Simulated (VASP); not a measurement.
Crystal: Pt.

```xyz
2
Lattice="2.7234 0.0000 0.0000 -1.3617 2.3585 0.0000 0.0000 0.0000 4.7274" Properties=species:S:1:pos:R:3 pbc="T T T"
Pt    0.0000    1.5723    1.1818
Pt    1.3617    0.7862    3.5455
```

This cell differs from its parent crystal: volume scaled by 0.96.

Program: VASP 6.6.1. Alike in all runs: task single point; no spin polarisation; cell as given; k mesh 11 × 11 × 6; cutoff (eV) 520; smearing fermi-dirac 0.05 eV. Hardware: 1 thread of Intel(R) Xeon(R) 6975P-C (Granite Rapids), on a shared host.

Order these runs on this cell by their wall time, lowest first.
A. level r2SCAN; potentials or basis VASP PAW PBE potentials, release 64 (Pt)
B. level LDA; potentials or basis VASP PAW LDA potentials, release 64 (Pt)
C. level PBEsol; potentials or basis VASP PAW PBE potentials, release 64 (Pt)

B (12 s), C (24 s), A (51 s).
